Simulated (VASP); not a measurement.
HfS5:

```xyz
6
Lattice="4.6147 0.0000 0.0000 -2.3073 3.9964 0.0000 0.0000 0.0000 7.4276" Properties=species:S:1:pos:R:3 pbc="T T T"
Hf    0.0000    0.0000    0.0000
S     2.3073    0.0000    3.7138
S     1.1537    1.9982    3.7138
S    -1.1537    1.9982    3.7138
S     0.0000    2.6643    0.0000
S     2.3073    1.3321    0.0000
```

- Program: VASP 6.6.1
- Task: relaxation of cell and atoms
- Functional: PBE
- Potentials or basis: VASP PAW PBE potentials, release 64 (Hf_pv, S)
- Cutoff: 600 eV
- k mesh: 6 × 6 × 4
- Occupations: gaussian, width 0.1 eV
- Spin: no spin polarisation

At the start: pressure 1.1 GPa; volume 22.83 Å³/atom.

How do energy, volume and symmetry change on relaxing?

Over 10 steps the energy falls by 11.2 meV/atom and the volume is 21.43 Å³/atom (-6.1 %); space group P6/mmm (No. 191, to 0.05 Å).

Step by step:
```csv
step,energy change (eV),largest force (eV/Å),pressure (GPa),volume (Å³)
1,0.0000,0.0000,1.12,136.98
2,-0.0052,0.0000,-2.15,140.14
3,-0.0205,0.0000,-0.70,138.67
4,-0.0311,0.0000,-0.68,137.30
5,-0.0565,0.0000,-0.57,133.19
6,-0.0545,0.0000,-0.03,125.00
7,-0.0664,0.0000,-0.40,129.58
8,-0.0666,0.0000,-0.37,129.08
9,-0.0590,0.0000,1.26,127.03
10,-0.0674,0.0000,0.01,128.60
```

Final structure:
```
Hf S
1.0
     4.64334    0.00000    0.00000
    -2.32167    4.02125    0.00000
     0.00000    0.00000    6.88719
Hf S
1 5
Cartesian
  0.0000 0.0000 0.0000
  2.3217 0.0000 3.4436
  1.1608 2.0106 3.4436
  -1.1608 2.0106 3.4436
  0.0000 2.6808 0.0000
  2.3217 1.3404 6.8872
```
